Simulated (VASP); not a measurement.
Wanted: the native input for a VASP 6.6.1 run.

* Task: relaxation of volume and atoms at fixed shape
* Functional: PBEsol
* Potentials or basis: VASP PAW PBE potentials, release 64 (Rb_sv)
* Cutoff: 600 eV
* k mesh: 6 × 6 × 6
* Occupations: fermi-dirac, width 0.05 eV
* Spin: no spin polarisation
* Dipole correction: no
* Further INCAR settings: ALGO = Normal; EDIFF = 1e-06; IBRION = 2; EDIFFG = -0.03; NSW = 80; ISIF = 8

The structure of Rb lies in POSCAR:

```
Rb
1.0
   -2.8025000000      2.8025000000      2.8025000000
    2.8025000000     -2.8025000000      2.8025000000
    2.8025000000      2.8025000000     -2.8025000000
Rb
1
Direct
    0.0000000000      0.0000000000      0.0000000000
```

The input as run:

INCAR

```
  PREC = Accurate
  ENCUT = 600
  EDIFF = 1E-6
  ISMEAR = -1
  SIGMA = 0.05
  LREAL = False
  LASPH = True
  NELM = 80
  ALGO = Normal
  ISIF = 8
  LWAVE = False
  LCHARG = False
  GGA = PS
  IBRION = 2
  NSW = 80
  EDIFFG = -0.03
```

KPOINTS

```
regular mesh
0
Gamma
  6 6 6
```

Potentials or basis: VASP PAW PBE potentials, release 64 (Rb_sv).

The run is started by

```console
$ cat potpaw_PBE.64/Rb_sv/POTCAR > POTCAR
$ mpirun -np 1 vasp_std > vasp.out
```

Results of the run:

- Pressure after relaxing: 0.0 GPa
- Band gap on the k mesh: zero (an odd number of electrons rules out a gap without spin polarisation)

Caveat: the relaxation stopped at its first step, so nothing moved; the PAW data sets were made with another functional, which shifts forces and pressure a little.

Run time: 22 s on 1 thread of Intel Xeon 8259CL, with other jobs on the host, peak memory 0.23 GiB.
